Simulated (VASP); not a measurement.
Runs of VASP 6.6.1 on NiO. The structure is that of space group Fm-3m (No. 225), or close to it. The cells are those of the table. 

```csv
level,potentials or basis,U,fixed moment (μB),cell,k mesh,cutoff (eV),k mesh for the DOS,occupations for the DOS,gap on the mesh (eV),pressure (GPa),moment (μB)
PBE+U,"VASP PAW PBE potentials, release 64 (Ni_sv_GW, O)",Ni d U = 1.0 eV,-,"a = 2.958 Å, angles 60.0°, 2 atoms",11 × 11 × 11,700,-,-,none,6.5,1.98
PBE+U,"VASP PAW PBE potentials, release 64 (Ni_sv_GW, O)",Ni d U = 4.0 eV,-,"a = 2.958 Å, angles 60.0°, 2 atoms",11 × 11 × 11,700,-,-,1.55,8.5,2.00
PBE+U,"VASP PAW PBE potentials, release 64 (Ni_sv_GW, O)",Ni d U = 5.0 eV,-,"a = 2.958 Å, angles 60.0°, 2 atoms",11 × 11 × 11,700,-,-,2.09,(b),2.00
PBE,"VASP PAW PBE potentials, release 64 (Ni_sv_GW, O)",-,2.0,"a = 2.958 Å, angles 60.0°, 2 atoms",9 × 9 × 9,700,-,-,-,6.4,2.00
PBE,"VASP PAW PBE potentials, release 64 (Ni_sv_GW, O)",-,1.5,"a = 2.958 Å, angles 60.0°, 2 atoms",9 × 9 × 9,700,-,-,-,0.7,1.50
RPBE,"VASP PAW PBE potentials, release 64 (Ni_sv_GW, O_h)",-,-,"a = 2.958 Å, angles 60.0°, 2 atoms",6 × 6 × 6,1000,9 × 9 × 9,tetrahedron,-,-,1.79
PBE+U,"VASP PAW PBE potentials, release 64 (Ni_sv_GW, O)",Ni d U = 6.0 eV,-,"a = 2.958 Å, angles 60.0°, 2 atoms",11 × 11 × 11,700,-,-,2.32,9.7,2.00
PBE,"VASP PAW PBE potentials, release 64 (Ni_sv_GW, O)",-,-,"a = 2.918 Å, angles 60.0°, 2 atoms",11 × 11 × 11,700,-,-,none,11.2,1.61
PBE,"VASP PAW PBE potentials, release 64 (Ni_sv_GW, O)",-,0.8,"a = 2.958 Å, angles 60.0°, 2 atoms",9 × 9 × 9,700,-,-,-,-2.6,0.80
PBE,"VASP PAW PBE potentials, release 64 (Ni_sv_GW, O)",-,0.5,"a = 2.958 Å, angles 60.0°, 2 atoms",9 × 9 × 9,700,-,-,-,-4.0,0.50
BLYP,"VASP PAW PBE potentials, release 64 (Ni_sv_GW, O_h)",-,-,"a = 2.958 Å, angles 60.0°, 2 atoms",6 × 6 × 6,1000,9 × 9 × 9,tetrahedron,-,-,1.73
PBE+U,"VASP PAW PBE potentials, release 64 (Ni_sv_GW, O)",Ni d U = 8.0 eV,-,"a = 2.958 Å, angles 60.0°, 2 atoms",11 × 11 × 11,700,-,-,2.52,(a),2.00
```

Alike in all rows: task single point; spin collinear, ferromagnetic start; smearing fermi-dirac 0.05 eV.

Question: Estimate the missing entries.

Answer: (a) 11.0; (b) 9.0.

Caveats: some runs use coarse meshes; a cell with one magnetic atom can't hold antiferromagnetic order, which such compounds often take; the cell stands under pressure (at least some runs); an odd mesh through Γ misses points on the zone boundary, where band edges can lie (at least some runs); the total moment is fixed, so each spin has its own Fermi level and the state may be an excited one (at least some runs); semilocal functionals often make such compounds metallic where correlation or magnetic order opens a gap, which also shifts bond lengths (at least some runs); the PAW data sets were made with another functional, which shifts forces and pressure a little (at least some runs); the cell stands under tension (at least some runs).

A gap of «none» marks levels without a gap at the run's occupations.
